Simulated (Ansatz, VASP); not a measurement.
## Two plane-wave programs on ZrC

Contents of INCAR:

```
SYSTEM = ZrC
PREC = Accurate
ENCUT = 520
EDIFF = 1E-7
ISMEAR = 0
SIGMA = 0.15
LREAL = .False.
LASPH = .True.
NELM = 80
ALGO = Normal
ISIF = 2
LWAVE = .False.
LCHARG = .False.
GGA = PE
NBANDS = 15
```

KPOINTS

```
regular mesh
0
Gamma
  18 18 18
  0 0 0
```

File POSCAR:

```
ZrC
1.0
    0.0000000000      2.5382268000      2.1621932000
    2.5382268000      0.0000000000      2.1621932000
    2.5382268000      2.5382268000      0.0000000000
Zr C
1 1
Direct
    0.5000000000      0.5000000000      0.5000000000
    0.0000000000      0.0000000000      0.0000000000
```

Input for Ansatz:

```yaml
crystal:
  lattice:
    - [0.0, 2.5382268, 2.1621932]
    - [2.5382268, 0.0, 2.1621932]
    - [2.5382268, 2.5382268, 0.0]
  atoms:
    - { symbol: Zr, position: [0.5, 0.5, 0.5] }
    - { symbol: C, position: [0.0, 0.0, 0.0] }
basis:
  ecutwfc: 420
kpoints:
  mp_grid: { grid: [18, 18, 18] }
hamiltonian:
  xc: pbe
scf:
  occupations: { method: gaussian, width: 0.15 }
output:
  forces: true
  stress: true
  eigenvalues: true
```

Change from the starting cell: strain +0.080 along x and y, -0.080 along z, atoms carried along.

Alike in both runs: task single point; functional PBE; k mesh 18 × 18 × 18; occupations gaussian, width 0.15 eV; no spin polarisation.

|  | VASP | Ansatz |
| --- | --- | --- |
| version | VASP 6.6.1 | Ansatz 0.2.0 |
| potentials or method | VASP PAW PBE potentials, release 64 (Zr_sv, C), cutoff 520 eV | scalar-relativistic, plane waves, PAW |
| valence electrons in the cell | 16 | 16 |

|  | VASP | Ansatz | Ansatz less VASP |
| --- | --- | --- | --- |
| gap on the k mesh at the Fermi level (eV) | none | none | - |
| pressure (GPa) | -2.8 | -2.9 | -0.17 |
| traceless stress, the component that is largest in VASP (GPa) | 38.37 | 38.18 | -0.186 |

A gap of «none» marks a metal or a gap that the smearing closes.
